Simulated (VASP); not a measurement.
# Be (P4_2/mnm) in VASP: relaxation of cell and atoms with PBEsol

Aim: the relaxation of cell and atoms of Be with PBEsol.

Program: VASP 6.6.1. These are calculated values, not measurements. Logs are shortened: lines on timing, memory, paths and dates and some standing lists are left out, and cuts for length are marked.

## Step 1: The cell of the first run

The structure is tetragonal, space group P4_2/mnm (No. 136). Conventional cell: a = 3.747 Å, b = 3.747 Å, c = 2.281 Å, α = 90.00°, β = 90.00°, γ = 90.00°. Within 2.8 Å of Be (site symmetry m2m) lie 13 Be at 2.15 to 2.70 Å.

## Step 2: Relaxation of cell and atoms, PBEsol

File INCAR:

```
SYSTEM = Be
PREC     = Accurate       ! precision mode
ENCUT    = 600            ! plane-wave cutoff, eV
EDIFF    = 1E-6           ! SCF threshold, eV
ISMEAR   = 0              ! smearing method
SIGMA    = 0.1            ! smearing width, eV
LREAL    = .FALSE.        ! projectors in reciprocal space
LASPH    = .TRUE.         ! aspherical terms in the spheres
NELM     = 80             ! most SCF steps
ALGO     = Fast           ! electronic algorithm
ISIF     = 3              ! what is computed and relaxed
LWAVE    = .FALSE.        ! write WAVECAR
LCHARG   = .FALSE.        ! write CHGCAR
GGA      = PS             ! functional
IBRION   = 2              ! ionic algorithm
NSW      = 100            ! ionic steps
EDIFFG   = -0.01          ! ionic threshold
```

File KPOINTS:

```
Automatic mesh
0
G
  12 12 20
  0 0 0
```

File POSCAR:

```
Be
1.0
    3.7468140000      0.0000000000      0.0000000000
    0.0000000000      3.7468140000      0.0000000000
    0.0000000000      0.0000000000      2.2812800000
Be
4
Direct
    0.2974080000      0.2974080000      0.0000000000
    0.7025920000      0.7025920000      0.0000000000
    0.2025920000      0.7974080000      0.5000000000
    0.7974080000      0.2025920000      0.5000000000
```

Potentials or basis: VASP PAW PBE potentials, release 64 (Be).

Command:

```bash
cat potpaw_PBE.64/Be/POTCAR > POTCAR
mpirun -np 1 vasp_std > vasp.out
```

OUTCAR:

```text
SYSTEM = Be
   PREC = Accurate
   ENCUT = 600
   EDIFF = 1E-6
   ISMEAR = 0
   LREAL = .FALSE.
   LASPH = .TRUE.
   NELM = 80
   ISIF = 3
   GGA = PS
   IBRION = 2
   NSW = 100
   EDIFFG = -0.01

 ion  position               nearest neighbor table
   1  0.297  0.297  0.000-   2 2.15   3 2.22   4 2.22   3 2.22   4 2.22   3 2.22   3 2.22   4 2.22
                             4 2.22
   2  0.703  0.703  0.000-   1 2.15   3 2.22   4 2.22   3 2.22   4 2.22   4 2.22   4 2.22   3 2.22
                             3 2.22
   3  0.203  0.797  0.500-   4 2.15   2 2.22   1 2.22   1 2.22   2 2.22   1 2.22   1 2.22   2 2.22
                             2 2.22
   4  0.797  0.203  0.500-   3 2.15   2 2.22   1 2.22   1 2.22   2 2.22   2 2.22   2 2.22   1 2.22
                             1 2.22

  LATTYP: Found a simple tetragonal cell.
 ALAT       =     3.7468140000
 C/A-ratio  =     0.6088586196

  Lattice vectors:

 A1 = (   3.7468140000,   0.0000000000,   0.0000000000)
 A2 = (   0.0000000000,   3.7468140000,   0.0000000000)
 A3 = (   0.0000000000,   0.0000000000,   2.2812800000)

Analysis of symmetry for initial positions (statically):
=====================================================================
 Subroutine PRICEL returns:
 Original cell was already a primitive cell.

 Routine SETGRP: Setting up the symmetry group for a
 simple tetragonal supercell.

 Subroutine GETGRP returns: Found 16 space group operations
 (whereof  8 operations were pure point group operations)
 out of a pool of 16 trial point group operations.

The static configuration has the point symmetry D_2h.
 The point group associated with its full space group is D_4h.

Analysis of symmetry for dynamics (positions and initial velocities):
=====================================================================
 Subroutine PRICEL returns:
 Original cell was already a primitive cell.

 Routine SETGRP: Setting up the symmetry group for a
 simple tetragonal supercell.

 Subroutine GETGRP returns: Found 16 space group operations
 (whereof  8 operations were pure point group operations)
 out of a pool of 16 trial point group operations.

The dynamic configuration has the point symmetry D_2h.
 The point group associated with its full space group is D_4h.

 Subroutine INISYM returns: Found 16 space group operations
 (whereof  8 operations are pure point group operations),
 and found     1 'primitive' translations

----------------------------------------------------------------------------------------

                                     Primitive cell

  volume of cell :      32.0260

  direct lattice vectors                    reciprocal lattice vectors
     3.746814000  0.000000000  0.000000000     0.266893419  0.000000000  0.000000000
     0.000000000  3.746814000  0.000000000     0.000000000  0.266893419  0.000000000
     0.000000000  0.000000000  2.281280000     0.000000000  0.000000000  0.438350400

  length of vectors
     3.746814000  3.746814000  2.281280000     0.266893419  0.266893419  0.438350400

  position of ions in fractional coordinates (direct lattice)
     0.297408000  0.297408000  0.000000000
     0.702592000  0.702592000  0.000000000
     0.202592000  0.797408000  0.500000000
     0.797408000  0.202592000  0.500000000

  ion indices of the primitive-cell ions
   primitive index   ion index
                 1           1
                 2           2
                 3           3
                 4           4

----------------------------------------------------------------------------------------

 KPOINTS: Automatic mesh

Automatic generation of k-mesh.
 Grid dimensions read from file:
[... 72 lines left out ...]
   ISYM   =      2    0-nonsym 1-usesym 2-fastsym
   POTIM  = 0.5000    time-step for ionic-motion
   TEBEG  =    0.0;   TEEND  =   0.0 temperature during run
   PSTRESS=    0.0 pullay stress
   NELECT =       8.0000    total number of electrons
   NUPDOWN=      -1.0000    fix difference up-down
   EMIN   =  10.00;   EMAX   =-10.00  energy-range for DOS
   EFERMI =   0.00;   METHOD = LEGACY
   ISMEAR =     0;   SIGMA  =   0.10  broadening in eV -4-tet -1-fermi 0-gaus
   EFERMI_NEDOS =   21; number of points for ismear=-14 and -15
   IALGO  =     68    algorithm
   IMIX   =      4    mixing-type and parameters
     AMIX     =   0.40;   BMIX     =  1.00
     AMIX_MAG =   1.60;   BMIX_MAG =  1.00
  volume/ion in A,a.u.               =       8.01        54.03
  Fermi-wavevector in a.u.,A,eV,Ry     =   1.031028  1.948361 14.463253  1.063019
  Thomas-Fermi vector in A             =   2.165156
   LORBIT       =      0    0 simple, 1 ext, 2 COOP (PROOUT), +10 PAW based schemes
   GGA     = PS    functional components
   LHFCALC =     F    Hartree Fock is set to
   AEXX    =    0.0000 exact exchange contribution
   IVDW    =     0    specifies the selected vdW correction
   LEPSILON=     F    determine dielectric tensor
   LRPA    =     F    only Hartree local field effects (RPA)
 conjugate gradient relaxation of ions
 non-spin polarized calculation
 RMM-DIIS sequential band-by-band and
 Gauss-broadening in eV      SIGMA  =   0.10
  energy-cutoff  :      600.00
  volume of cell :       32.03
 maximum number of plane-waves:      1093
 NGX is ok and might be reduce to    30
   NGX = 15   NGY = 15   NGZ =  9

--------------------------------------- Ionic step        1  -------------------------------------------

 number of electron       8.0000000 magnetization

 Free energy of the ion-electron system (eV)
  ---------------------------------------------------
  ext. energy  EPLUGINS =         0.00000000
  ---------------------------------------------------
  free energy    TOTEN  =       -15.78545076 eV

  energy without entropy =      -15.78356147  energy(sigma->0) =      -15.78450611

------------------------ aborting loop because EDIFF is reached ----------------------------------------

  FORCE on cell =-STRESS in cart. coord.  units (eV):
  Direction    XX          YY          ZZ          XY          YZ          ZX
  --------------------------------------------------------------------------------------
  -------------------------------------------------------------------------------------
  Total       -0.1005826     -0.1005826     -0.2332240      0.0000000      0.0000000      0.0000000
  in kB       -5.0318849     -5.0318849    -11.6675869      0.0000000      0.0000000      0.0000000
  external PRESSURE =      -7.2437855 kB  Pullay stress =       0.0000000 kB

 VOLUME and BASIS-vectors are now :
 -----------------------------------------------------------------------------
  energy-cutoff  :      600.00
  volume of cell :       32.03
      direct lattice vectors                 reciprocal lattice vectors
     3.746814000  0.000000000  0.000000000     0.266893419  0.000000000  0.000000000
     0.000000000  3.746814000  0.000000000     0.000000000  0.266893419  0.000000000
     0.000000000  0.000000000  2.281280000     0.000000000  0.000000000  0.438350400

 POSITION                                       TOTAL-FORCE (eV/Angst)
 -----------------------------------------------------------------------------------
      1.11433      1.11433      0.00000        -0.005557     -0.005557      0.000000
      2.63248      2.63248      0.00000         0.005557      0.005557     -0.000000
      0.75907      2.98774      1.14064         0.005557     -0.005557     -0.000000
      2.98774      0.75907      1.14064        -0.005557      0.005557     -0.000000
 -----------------------------------------------------------------------------------
    total drift:                                0.000000      0.000000      0.000000

  FREE ENERGIE OF THE ION-ELECTRON SYSTEM (eV)
  ---------------------------------------------------
  free  energy   TOTEN  =       -15.7854507592 eV

  energy  without entropy=      -15.7835614658  energy(sigma->0) =      -15.78450611

--------------------------------------- Ionic step        2  -------------------------------------------

 number of electron       8.0000000 magnetization

 Free energy of the ion-electron system (eV)
  ---------------------------------------------------
  ext. energy  EPLUGINS =         0.00000000
  ---------------------------------------------------
  free energy    TOTEN  =       -15.78597638 eV

  energy without entropy =      -15.78410588  energy(sigma->0) =      -15.78504113

 E-fermi :   6.7664     XC(G=0): -10.5823

 val. band max:        6.7480250107   @ k =   0.1667   0.0000   0.4500
 cond. band min:       6.7875611767   @ k =   0.1667   0.1667   0.2500
 fundamental gap:      0.0395361661
 Fermi energy:         6.7664184471

 k-point     1 :       0.0000    0.0000    0.0000
  band No.  band energies     occupation
      1      -4.3472      2.00000
      2       1.8267      2.00000
      3       2.3901      2.00000
      4       5.8171      2.00000
      5       5.8171      2.00000
      6      11.6641      0.00000
      7      11.6641      0.00000
      8      14.2236      0.00000
[... 243 lines left out ...]
 k-point    24 :       0.4167    0.3333    0.0000
  band No.  band energies     occupation
      1      -2.0916      2.00000
      2      -0.7790      2.00000
      3       0.5348      2.00000
      4       1.8648      2.00000
      5      12.3974      0.00000
      6      13.1399      0.00000
      7      14.6100      0.00000
      8      17.8247      0.00000

 [... further k-points ...]
[... 5 lines left out ...]
  --------------------------------------------------------------------------------------
  -------------------------------------------------------------------------------------
  Total       -0.0109134     -0.0109134     -0.0352380      0.0000000      0.0000000      0.0000000
  in kB       -0.5488392     -0.5488392     -1.7721364      0.0000000      0.0000000      0.0000000
  external PRESSURE =      -0.9566049 kB  Pullay stress =       0.0000000 kB

 VOLUME and BASIS-vectors are now :
 -----------------------------------------------------------------------------
  energy-cutoff  :      600.00
  volume of cell :       31.86
      direct lattice vectors                 reciprocal lattice vectors
     3.742268765  0.000000000  0.000000000     0.267217579 -0.000000000  0.000000000
     0.000000000  3.742268765  0.000000000     0.000000000  0.267217579  0.000000000
     0.000000000  0.000000000  2.274863132     0.000000000  0.000000000  0.439586886

 POSITION                                       TOTAL-FORCE (eV/Angst)
 -----------------------------------------------------------------------------------
      1.11271      1.11271      0.00000        -0.002017     -0.002017      0.000000
      2.62956      2.62956      2.27486         0.002017      0.002017     -0.000000
      0.75842      2.98385      1.13743         0.002017     -0.002017     -0.000000
      2.98385      0.75842      1.13743        -0.002017      0.002017     -0.000000
 -----------------------------------------------------------------------------------
    total drift:                                0.000000     -0.000000     -0.000000

  FREE ENERGIE OF THE ION-ELECTRON SYSTEM (eV)
  ---------------------------------------------------
  free  energy   TOTEN  =       -15.7859763825 eV

  energy  without entropy=      -15.7841058806  energy(sigma->0) =      -15.78504113

 reached required accuracy - stopping structural energy minimisation
```

It took 50 s on 1 thread of AMD EPYC 7R13 (Zen 3), shared host; peak memory 0.18 GiB.

What came out:

```yaml
Free_energy: -15.7860 eV
Relaxed_volume: 7.96 Å³/atom
Relaxed_cell: a = 3.742 Å, b = 3.742 Å, c = 2.275 Å, α = 90.00°, β = 90.00°, γ = 90.00°
Space_group_after_relaxing_to_0.05_Å: P4_2/mnm (No. 136)
Energy_gained_by_relaxing: 0.1 meV/atom
Ionic_steps: 2
Pressure_after_relaxing: -0.1 GPa
Band_gap_on_the_k_mesh: zero (band 4 reaches 7.83 eV, above the bottom of band 5 at 5.82 eV)
```

Forces on the atoms (eV/Å):
```
Be  -0.002 -0.002  0.000
Be   0.002  0.002  0.000
Be   0.002 -0.002  0.000
Be  -0.002  0.002  0.000
```

Step by step:
```tsv
step	energy change (eV)	largest force (eV/Å)	pressure (GPa)	volume (Å³)
1	0.0000	0.0079	-0.72	32.03
2	-0.0005	0.0029	-0.10	31.86
```

Final structure:
```
CELL_PARAMETERS angstrom
3.74227 0.00000 0.00000
0.00000 3.74227 0.00000
0.00000 0.00000 2.27486
ATOMIC_POSITIONS crystal
Be 0.29734 0.29734 0.00000
Be 0.70266 0.70266 0.00000
Be 0.20266 0.79734 0.50000
Be 0.79734 0.20266 0.50000
```

Caveat: the PAW data sets were made with another functional, which shifts forces and pressure a little.
